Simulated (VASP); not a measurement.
# Na (P6_3/mmc) in VASP: further runs

The runs below take Na through single point, with LDA.

All numbers are computed with VASP 6.6.1; they aren't measurements. Logs are shortened: lines on timing, memory, paths and dates and some standing lists are left out, and cuts for length are marked.

## Step 1: The cell of the first run

It takes space group P6_3/mmc (No. 194, hexagonal). Conventional cell: a = 3.676 Å, b = 3.676 Å, c = 12.453 Å, α = 90.00°, β = 90.00°, γ = 120.00°. Within 4.8 Å of Na (site symmetry -6m2) lie 12 Na at 3.68 to 3.77 Å. Within 4.8 Å of Na (site symmetry -3m) lie 12 Na at 3.68 to 3.77 Å.

This isn't the form of Na at room conditions, which is bcc.

## Step 2: Single point, LDA (36.42 Å³/atom)

File INCAR:

```
SYSTEM = Na
PREC = Accurate
ENCUT = 520
EDIFF = 1E-7
ISMEAR = -1
SIGMA = 0.05
LREAL = .False.
LASPH = .True.
NELM = 60
ALGO = Normal
ISIF = 2
LWAVE = .False.
LCHARG = .False.
GGA = CA
NBANDS = 22
```

File KPOINTS:

```
regular mesh
0
Gamma
  8 8 3
  0 0 0
```

File POSCAR:

```
Na
1.0
    3.6755475868      0.0000000000      0.0000000000
   -1.8377737934      3.1831175830      0.0000000000
    0.0000000000      0.0000000000     12.4531759071
Na
4
Direct
    0.6666666667      0.3333333333      0.7500000000
    0.0000000000      0.0000000000      0.5000000000
    0.3333333333      0.6666666667      0.2500000000
    0.0000000000      0.0000000000      0.0000000000
```

Potentials or basis: VASP PAW LDA potentials, release 64 (Na_pv).

Launch:

```sh
$ cat potpaw_LDA.64/Na_pv/POTCAR > POTCAR
$ mpirun -np 1 vasp_std > vasp.out
```

OUTCAR:

```text
SYSTEM = Na
   PREC = Accurate
   ENCUT = 520
   EDIFF = 1E-7
   ISMEAR = -1
   LREAL = .False.
   LASPH = .True.
   NELM = 60
   ISIF = 2
   GGA = CA

 ion  position               nearest neighbor table
   1  0.667  0.333  0.750-
   2  0.000  0.000  0.500-
   3  0.333  0.667  0.250-
   4  0.000  0.000  0.000-

  LATTYP: Found a hexagonal cell.
 ALAT       =     3.6755475868
 C/A-ratio  =     3.3881144545

  Lattice vectors:

 A1 = (   3.6755475868,   0.0000000000,   0.0000000000)
 A2 = (  -1.8377737934,   3.1831175830,   0.0000000000)
 A3 = (   0.0000000000,   0.0000000000,  12.4531759071)

Analysis of symmetry for initial positions (statically):
=====================================================================
 Subroutine PRICEL returns:
 Original cell was already a primitive cell.

 Routine SETGRP: Setting up the symmetry group for a
 hexagonal supercell.

 Subroutine GETGRP returns: Found 24 space group operations
 (whereof 12 operations were pure point group operations)
 out of a pool of 24 trial point group operations.

The static configuration has the point symmetry D_3d.
 The point group associated with its full space group is D_6h.

Analysis of symmetry for dynamics (positions and initial velocities):
=====================================================================
 Subroutine PRICEL returns:
 Original cell was already a primitive cell.

 Routine SETGRP: Setting up the symmetry group for a
 hexagonal supercell.

 Subroutine GETGRP returns: Found 24 space group operations
 (whereof 12 operations were pure point group operations)
 out of a pool of 24 trial point group operations.

The dynamic configuration has the point symmetry D_3d.
 The point group associated with its full space group is D_6h.

 Subroutine INISYM returns: Found 24 space group operations
 (whereof 12 operations are pure point group operations),
 and found     1 'primitive' translations

----------------------------------------------------------------------------------------

                                     Primitive cell

  volume of cell :     145.6984

  direct lattice vectors                    reciprocal lattice vectors
[... 81 lines left out ...]
   LNONCOLLINEAR =      F non collinear calculations
   LSORBIT =      F    spin-orbit coupling
   LASPH  =      T    aspherical Exc in radial PAW
   ENCUT  =  520.0 eV  38.22 Ry    6.18 a.u.   6.83  6.83 23.15*2*pi/ulx,y,z
   NELM   =     60;   NELMIN=  2; NELMDL= -5     # of ELM steps
   EDIFF  = 0.1E-06   stopping-criterion for ELM
   LREAL  =      F    real-space projection
   EDIFFG = 0.1E-05   stopping-criterion for IOM
   NSW    =      0    number of steps for IOM
   IBRION =     -1    ionic relax: 0-MD 1-quasi-New 2-CG
   NFREE  =      0    steps in history (QN), initial steepest desc. (CG)
   ISIF   =      2    stress and relaxation
   ISYM   =      2    0-nonsym 1-usesym 2-fastsym
   POTIM  = 0.5000    time-step for ionic-motion
   TEBEG  =    0.0;   TEEND  =   0.0 temperature during run
   PSTRESS=    0.0 pullay stress
   NELECT =      28.0000    total number of electrons
   NUPDOWN=      -1.0000    fix difference up-down
   EMIN   =  10.00;   EMAX   =-10.00  energy-range for DOS
   EFERMI =   0.00;   METHOD = LEGACY
   ISMEAR =    -1;   SIGMA  =   0.05  broadening in eV -4-tet -1-fermi 0-gaus
   EFERMI_NEDOS =   21; number of points for ismear=-14 and -15
   IALGO  =     38    algorithm
   IMIX   =      4    mixing-type and parameters
     AMIX     =   0.40;   BMIX     =  1.00
     AMIX_MAG =   1.60;   BMIX_MAG =  1.00
  volume/ion in A,a.u.               =      36.42       245.81
  Fermi-wavevector in a.u.,A,eV,Ry     =   0.944733  1.785287 12.143486  0.892521
  Thomas-Fermi vector in A             =   2.072567
   LORBIT       =      0    0 simple, 1 ext, 2 COOP (PROOUT), +10 PAW based schemes
   GGA     = CA    functional components
   LHFCALC =     F    Hartree Fock is set to
   AEXX    =    0.0000 exact exchange contribution
   IVDW    =     0    specifies the selected vdW correction
   LEPSILON=     F    determine dielectric tensor
   LRPA    =     F    only Hartree local field effects (RPA)
 non-spin polarized calculation
  energy-cutoff  :      520.00
  volume of cell :      145.70
 maximum number of plane-waves:      3952
 NGX is ok and might be reduce to    28
   NGX = 13   NGY = 13   NGZ = 47

 number of electron      28.0000023 magnetization

 Free energy of the ion-electron system (eV)
  ---------------------------------------------------
  ext. energy  EPLUGINS =         0.00000000
  ---------------------------------------------------
  free energy    TOTEN  =        -5.77872952 eV

  energy without entropy =       -5.76087753  energy(sigma->0) =       -5.76980352

 E-fermi :   0.1959     XC(G=0):  -6.7767

 val. band max:        0.1129955848   @ k =   0.2500   0.2500   0.3333
 cond. band min:       0.2435713948   @ k =   0.2500   0.1250   0.3333
 fundamental gap:      0.1305758100
 Fermi energy:         0.1959238783

 k-point     1 :       0.0000    0.0000    0.0000
  band No.  band energies     occupation
      1     -24.7523      2.00000
      2     -24.7354      2.00000
      3     -24.7350      2.00000
      4     -24.7219      2.00000
      5     -24.7219      2.00000
      6     -24.7199      2.00000
[... 489 lines left out ...]
     21       3.9721      0.00000
     22       4.1131      0.00000

------------------------ aborting loop because EDIFF is reached ----------------------------------------

  FORCE on cell =-STRESS in cart. coord.  units (eV):
  Direction    XX          YY          ZZ          XY          YZ          ZX
  --------------------------------------------------------------------------------------
  -------------------------------------------------------------------------------------
  Total       -0.3236597     -0.3236597     -1.1958230      0.0000000      0.0000000      0.0000000
  in kB       -3.5591337     -3.5591337    -13.1499055      0.0000000      0.0000000      0.0000000
  external PRESSURE =      -6.7560577 kB  Pullay stress =       0.0000000 kB

 VOLUME and BASIS-vectors are now :
 -----------------------------------------------------------------------------
  energy-cutoff  :      520.00
  volume of cell :      145.70
      direct lattice vectors                 reciprocal lattice vectors
     3.675547587  0.000000000  0.000000000     0.272068304  0.157078709  0.000000000
    -1.837773793  3.183117583  0.000000000     0.000000000  0.314157418  0.000000000
     0.000000000  0.000000000 12.453175907     0.000000000  0.000000000  0.080300801

 POSITION                                       TOTAL-FORCE (eV/Angst)
 -----------------------------------------------------------------------------------
      1.83777      1.06104      9.33988        -0.000000     -0.000000     -0.000000
      0.00000      0.00000      6.22659        -0.000000      0.000000     -0.000000
     -0.00000      2.12208      3.11329         0.000000      0.000000      0.000000
      0.00000      0.00000      0.00000        -0.000000      0.000000     -0.000000
 -----------------------------------------------------------------------------------
    total drift:                                0.000000     -0.000000      0.000000

  FREE ENERGIE OF THE ION-ELECTRON SYSTEM (eV)
  ---------------------------------------------------
  free  energy   TOTEN  =        -5.7787295160 eV

  energy  without entropy=       -5.7608775336  energy(sigma->0) =       -5.76980352
```

OSZICAR:

```text
N       E                     dE             d eps       ncg     rms          rms(c)
DAV:   1     0.235017003095E+03    0.23502E+03   -0.14961E+04   920   0.122E+03
DAV:   2     0.628618433421E+01   -0.22873E+03   -0.22464E+03   892   0.352E+02
DAV:   3    -0.557141557549E+01   -0.11858E+02   -0.11743E+02  1060   0.101E+02
DAV:   4    -0.578028647517E+01   -0.20887E+00   -0.20876E+00   976   0.132E+01
DAV:   5    -0.578523475525E+01   -0.49483E-02   -0.49482E-02  1062   0.218E+00    0.391E-01
DAV:   6    -0.578114688054E+01    0.40879E-02   -0.37652E-03  1146   0.697E-01    0.257E-01
DAV:   7    -0.577878635907E+01    0.23605E-02   -0.43188E-03  1060   0.666E-01    0.437E-02
DAV:   8    -0.577872891171E+01    0.57447E-04   -0.46516E-04  1054   0.331E-01    0.666E-03
DAV:   9    -0.577872886373E+01    0.47983E-07   -0.89661E-06  1026   0.395E-02    0.326E-03
DAV:  10    -0.577872951013E+01   -0.64640E-06   -0.78999E-07  1030   0.915E-03    0.350E-04
DAV:  11    -0.577872951598E+01   -0.58562E-08   -0.14519E-08   596   0.166E-03
   1 F= -.57787295E+01 E0= -.57698035E+01  d E =-.178520E-01
```

Run time: 48 s. Hardware: 1 thread of AMD EPYC 7R13, shared host; peak memory 0.18 GiB.

Results:

```yaml
Free_energy: -5.7787 eV
Pressure: -0.7 GPa
Band_gap_on_the_k_mesh: zero (bands 14 and 15 overlap by 3.48 eV)
```

Stress tensor (GPa, compression positive):
```
-0.36  0.00  0.00
 0.00 -0.36  0.00
 0.00  0.00 -1.31
```

## Step 3: Single point, LDA (37.17 Å³/atom)

This run uses another cell than the first one, of 37.17 Å³/atom.

File INCAR:

```
SYSTEM = Na
PREC = Accurate
ENCUT = 520
EDIFF = 1E-6
ISMEAR = -1
SIGMA = 0.05
LREAL = .FALSE.
LASPH = .TRUE.
NELM = 100
ALGO = Normal
ISIF = 2
LWAVE = .FALSE.
LCHARG = .FALSE.
GGA = CA
NBANDS = 22
```

File KPOINTS:

```
regular mesh
0
G
  8 8 3
  0 0 0
```

File POSCAR:

```
Na
1.0
    3.7003831212      0.0000000000      0.0000000000
   -1.8501915606      3.2046257867      0.0000000000
    0.0000000000      0.0000000000     12.5373215400
Na
4
Direct
    0.6666666667      0.3333333333      0.7500000000
    0.0000000000      0.0000000000      0.5000000000
    0.3333333333      0.6666666667      0.2500000000
    0.0000000000      0.0000000000      0.0000000000
```

Potentials or basis: VASP PAW LDA potentials, release 64 (Na_pv).

Launch:

```sh
$ cat potpaw_LDA.64/Na_pv/POTCAR > POTCAR
$ mpirun -np 1 vasp_std > vasp.out
```

Run time: 45 s. Hardware: 1 thread of AMD EPYC 7R13, shared host; peak memory 0.18 GiB.

It converged, with:

* Free energy: -5.7652 eV
* Pressure: -0.8 GPa
* Band gap on the k mesh: zero (bands 14 and 15 overlap by 3.44 eV)

Stress tensor (GPa, compression positive):
```
-0.49  0.00  0.00
 0.00 -0.49  0.00
 0.00  0.00 -1.41
```

Levels at points of the mesh, in eV from the Fermi level:
| k point | band 12 | band 13 | band 14 | band 15 | band 16 | band 17 |
| --- | --- | --- | --- | --- | --- | --- |
| (0.00, 0.00, 0.00) | -24.93 | -3.26 | -2.28 | -2.28 | 0.44 | 0.70 |
| (0.50, 0.00, 0.00) | -24.93 | 0.37 | 0.41 | 1.13 | 1.19 | 1.49 |

(Part 1 of 2 ends here.)
